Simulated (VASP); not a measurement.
A run of VASP 6.6.1 is set up as follows.

Contents of INCAR:

```
  PREC = Accurate
  ENCUT = 600
  EDIFF = 1E-6
  ISMEAR = 0
  SIGMA = 0.1
  LREAL = False
  LASPH = True
  NELM = 100
  ALGO = Normal
  ISIF = 3
  LWAVE = False
  LCHARG = False
  GGA = PE
  IBRION = 2
  NSW = 90
  EDIFFG = -0.04
```

KPOINTS

```
regular mesh
0
Gamma
  4 4 4
```

The input POSCAR:

```
Al3GaIr
1.0
    4.1129771200      0.0000000000      0.0000000000
    0.0000000000      4.1129771200      0.0000000000
    0.0000000000      0.0000000000      4.1129771200
Al Ga Ir
3 1 1
Direct
    0.5000000000      0.0000000000      0.5000000000
    0.0000000000      0.5000000000      0.5000000000
    0.5000000000      0.5000000000      0.0000000000
    0.0000000000      0.0000000000      0.0000000000
    0.5000000000      0.5000000000      0.5000000000
```

Potentials or basis: VASP PAW PBE potentials, release 64 (Al, Ga_d, Ir).

The run is started by

```bash
$ cat potpaw_PBE.64/Al/POTCAR potpaw_PBE.64/Ga_d/POTCAR potpaw_PBE.64/Ir/POTCAR > POTCAR
$ mpirun -np 1 vasp_std > vasp.out
```

**Question.** Estimate the space group after relaxing (to 0.1 Å).

**Answer.** Pm-3m (No. 221).

**Question.** What does it give for the band gap on the k mesh?

**Answer.** Zero (an odd number of electrons rules out a gap without spin polarisation).

**Question.** Estimate the relaxed volume.

**Answer.** 21.64 Å³/atom.

Final structure:
```cif
data_structure
_symmetry_space_group_name_H-M 'P 1'
_symmetry_Int_Tables_number 1
_cell_length_a 4.7653
_cell_length_b 4.7653
_cell_length_c 4.7653
_cell_angle_alpha 90.000
_cell_angle_beta 90.000
_cell_angle_gamma 90.000
_cell_volume 108.21
loop_
_atom_site_label
_atom_site_type_symbol
_atom_site_fract_x
_atom_site_fract_y
_atom_site_fract_z
_atom_site_occupancy
Al1 Al 0.50000 0.00000 0.50000 1
Al2 Al 0.00000 0.50000 0.50000 1
Al3 Al 0.50000 0.50000 0.00000 1
Ga1 Ga 0.00000 0.00000 0.00000 1
Ir1 Ir 0.50000 0.50000 0.50000 1
```

Caveat: the k points lie up to 0.33 Å⁻¹ apart in the final cell, too coarse for converged energies and pressures of a metal; the volume moved by over 15 % at a fixed basis, so the end points are rough; spin-orbit coupling is left out, which moves the levels of the heavy elements.
